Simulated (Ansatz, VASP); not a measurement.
# One calculation of FeGe, two programs

The input INCAR:

```
SYSTEM = FeGe
PREC = Accurate
ENCUT = 520
EDIFF = 1E-7
ISMEAR = 0
SIGMA = 0.05
LREAL = .FALSE.
LASPH = .TRUE.
NELM = 80
ALGO = Normal
ISIF = 2
LWAVE = .FALSE.
LCHARG = .FALSE.
GGA = PE
NBANDS = 54
```

KPOINTS

```
Automatic mesh
0
G
  8 8 8
  0 0 0
```

File POSCAR:

```
FeGe
1.0
    4.6626167221      0.0000000000      0.0000000000
    0.0000000000      4.6626167221      0.0000000000
    0.0000000000      0.0000000000      4.6626167221
Fe Ge
4 4
Direct
    0.1349101329      0.1349101329      0.1349101329
    0.3650898671      0.8650898671      0.6349101329
    0.6349101329      0.3650898671      0.8650898671
    0.8650898671      0.6349101329      0.3650898671
    0.8417623853      0.8417623853      0.8417623853
    0.6582376147      0.1582376147      0.3417623853
    0.3417623853      0.6582376147      0.1582376147
    0.1582376147      0.3417623853      0.6582376147
```

Input for Ansatz:

```yaml
crystal:
  lattice:
    - [4.6626167221, 0.0, 0.0]
    - [0.0, 4.6626167221, 0.0]
    - [0.0, 0.0, 4.6626167221]
  atoms:
    - { symbol: Fe, position: [0.1349101329, 0.1349101329, 0.1349101329] }
    - { symbol: Fe, position: [0.3650898671, 0.8650898671, 0.6349101329] }
    - { symbol: Fe, position: [0.6349101329, 0.3650898671, 0.8650898671] }
    - { symbol: Fe, position: [0.8650898671, 0.6349101329, 0.3650898671] }
    - { symbol: Ge, position: [0.8417623853, 0.8417623853, 0.8417623853] }
    - { symbol: Ge, position: [0.6582376147, 0.1582376147, 0.3417623853] }
    - { symbol: Ge, position: [0.3417623853, 0.6582376147, 0.1582376147] }
    - { symbol: Ge, position: [0.1582376147, 0.3417623853, 0.6582376147] }
basis:
  ecutwfc: 420
  ecutrho_ratio: 4
kpoints:
  mp_grid: { grid: [8, 8, 8] }
hamiltonian:
  xc: pbe
scf:
  occupations: { method: gaussian, width: 0.05 }
output:
  forces: true
  stress: true
  eigenvalues: true
```

Alike in both runs: task single point; functional PBE; k mesh 8 × 8 × 8; occupations gaussian, width 0.05 eV; no spin polarisation.

|  | VASP | Ansatz |
| --- | --- | --- |
| version | VASP 6.6.1 | Ansatz 0.2.0 |
| potentials or method | VASP PAW PBE potentials, release 64 (Fe, Ge_d), cutoff 520 eV | scalar-relativistic, plane waves, PAW |
| valence electrons in the cell | 88 | 120 |

VASP gave:

| Quantity | Value |
| --- | --- |
| gap on the k mesh at the Fermi level (eV) | 0.09 |
| least direct gap on the mesh (eV) | 0.11 |
| pressure (GPa) | -2.8 |
| rms of the force components (eV/Å) | 0.160 |

**Question.** What did Ansatz give for the same quantities?

**Answer.** gap on the k mesh at the Fermi level (eV): 0.09; least direct gap on the mesh (eV): 0.12; pressure (GPa): -3.0; rms of the force components (eV/Å): 0.165.

Atom by atom the forces differ by 0.011 eV/Å (rms over components). VASP's potentials hold 88 valence electrons a cell and Ansatz's 120, so a difference there can come from the potentials and not from the codes.
